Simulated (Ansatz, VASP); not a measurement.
One calculation of O, two programs

INCAR

```
PREC     = Accurate       # precision mode
ENCUT    = 520            # plane-wave cutoff, eV
EDIFF    = 1E-6           # SCF threshold, eV
ISMEAR   = -1             # smearing method
SIGMA    = 0.05           # smearing width, eV
LREAL    = F              # projectors in reciprocal space
LASPH    = T              # aspherical terms in the spheres
NELM     = 60             # most SCF steps
ALGO     = Normal         # electronic algorithm
ISIF     = 2              # what is computed and relaxed
LWAVE    = F              # write WAVECAR
LCHARG   = F              # write CHGCAR
GGA      = PS             # functional
NBANDS   = 13             # bands
```

File KPOINTS:

```
Automatic mesh
0
Gamma
  8 8 6
```

File POSCAR:

```
O
1.0
    2.8514028533     -1.6624159400      0.0000000000
    2.8514028533      1.6624159400      0.0000000000
   -2.3944914034      0.0000000000      3.6835206842
O
2
Direct
    0.9745461700      0.9745461700      0.8444259800
    0.0254538300      0.0254538300      0.1555740200
```

input.yaml

```yaml
crystal:
  lattice:
    - [2.8514028533, -1.66241594, 0.0]
    - [2.8514028533, 1.66241594, 0.0]
    - [-2.3944914034, 0.0, 3.6835206842]
  atoms:
    - { symbol: O, position: [0.97454617, 0.97454617, 0.84442598] }
    - { symbol: O, position: [0.02545383, 0.02545383, 0.15557402] }
hamiltonian:
  xc: pbesol
  pseudopotentials: { kind: paw }
kpoints:
  mp_grid: { grid: [8, 8, 6] }
  band_path:
    path:
      - [[0.0, 0.0, -0.5], [0.0, 0.0, 0.0], [0.5, 0.0, 0.0]]
      - [[0.5, 0.0, -0.5], [0.0, 0.0, 0.0], [-0.5, -0.5, 0.5]]
      - [[-0.5, -0.5, 0.0], [0.0, 0.0, 0.0], [0.0, -0.5, 0.5]]
      - [[0.0, -0.5, 0.0], [0.0, 0.0, 0.0]]
    npoints: 14
scf:
  occupations: { method: fermi_dirac, width: 0.05 }
  n_extra_bands: 6
output:
  forces: true
  stress: true
  eigenvalues: true
  fatbands: true
```

Alike in both runs: functional PBEsol; k mesh 8 × 8 × 6; occupations fermi-dirac, width 0.05 eV; no spin polarisation.

|  | VASP | Ansatz |
| --- | --- | --- |
| version | VASP 6.6.1 | Ansatz 0.2.0 |
| potentials or method | VASP PAW PBE potentials, release 64 (O) | Ansatz PAW |
| plane-wave cutoff (eV) | 520 | 420 |
| valence electrons in the cell | 12 | 12 |
| task | single point | band structure |

|  | VASP | Ansatz | Ansatz less VASP |
| --- | --- | --- | --- |
| gap on the k mesh at the Fermi level (eV) | none | none | - |
| pressure (GPa) | -3.1 | -4.9 | -1.85 |
| traceless stress, the component that is largest in VASP (GPa) | 2.09 | 3.36 | +1.268 |
| rms of the force components (eV/Å) | 0.241 | 0.871 | +0.6304 |

VASP's potentials were made for PBE, not for PBEsol. Atom by atom the forces differ by 0.648 eV/Å (rms over components). A gap of «none» marks a metal or a gap that the smearing closes. One of these differences is far larger than is usual between the two programs; its cause wasn't traced.

Noted on VASP's run: the standard files for N, O and F lose accuracy on very short bonds; spin is off for a triplet molecule. Noted on Ansatz's run: spin is off for a triplet molecule.
